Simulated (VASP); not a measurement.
MoS2, a slab with vacuum:

```
Mo S
1.0
     3.18413    0.00000    0.00000
    -1.59206    2.75753    0.00000
     0.00000    0.00000   17.33460
Mo S
1 2
Direct
  0.00000 0.00000 0.00000
  0.33333 0.66667 0.08949
  0.33333 0.66667 0.91051
```

Base run:

```yaml
Program: VASP 6.6.1
Functional: r2SCAN
Potentials_or_basis: VASP PAW PBE potentials, release 64 (Mo_sv, S)
Cutoff: 550 eV
k_mesh: 9 × 9 × 1
Occupations: methfessel-paxton, width 0.15 eV
Spin: no spin polarisation
```

Its results: band gap on the k mesh 1.68 eV (least direct gap 1.77 eV); largest force 0.019 eV/Å.

Q: The run is repeated on the same cell with these changes: functional from r2SCAN to PBEsol; cutoff from 550 eV to 500 eV. What comes out?

A: Band gap on the k mesh 1.59 eV (least direct gap 1.66 eV); largest force 0.147 eV/Å.

Caveats: the PAW data sets were made with another functional, which shifts forces and pressure a little.

A k mesh can miss the band edges.
